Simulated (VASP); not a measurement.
A run of VASP 6.6.1 is set up as follows.

The input INCAR:

```
SYSTEM = HgTe
ALGO     = Normal         ! electronic algorithm
EDIFF    = 1E-8           ! SCF threshold, eV
ENCUT    = 520            ! plane-wave cutoff, eV
GGA      = PE             ! functional
ISIF     = 2              ! what is computed and relaxed
ISMEAR   = -1             ! smearing method
LASPH    = .TRUE.         ! aspherical terms in the spheres
LCHARG   = .FALSE.        ! write CHGCAR
LEFG     = .TRUE.       
LREAL    = .FALSE.        ! projectors in reciprocal space
LWAVE    = .FALSE.        ! write WAVECAR
NBANDS   = 16             ! bands
NELM     = 60             ! most SCF steps
PREC     = Accurate       ! precision mode
SIGMA    = 0.08           ! smearing width, eV
```

File KPOINTS:

```
k-points
0
G
  12 12 12
  0 0 0
```

File POSCAR:

```
HgTe
1.0
    0.0000000000      2.9599451983      2.9599451983
    2.9599451983      0.0000000000      2.9599451983
    2.9599451983      2.9599451983      0.0000000000
Hg Te
1 1
Direct
    0.0000000000      0.0000000000      0.0000000000
    0.5000000000      0.5000000000      0.5000000000
```

Potentials or basis: VASP PAW PBE potentials, release 64 (Hg, Te).

Run with:

```bash
$ cat potpaw_PBE.64/Hg/POTCAR potpaw_PBE.64/Te/POTCAR > POTCAR
$ mpirun -np 1 vasp_std > vasp.out
```

Task: What does it give for the pressure?

Result: 7.2 GPa.

Task: Predict the band gap on the k mesh.

Result: Zero (band 9 reaches 5.82 eV, above the bottom of band 10 at 2.81 eV).

Caveat: without QUAD_EFG the Cq values of the log hold for a quadrupole moment of 1 mb, not for the nuclei; spin-orbit coupling is left out, which moves the levels of the heavy elements.
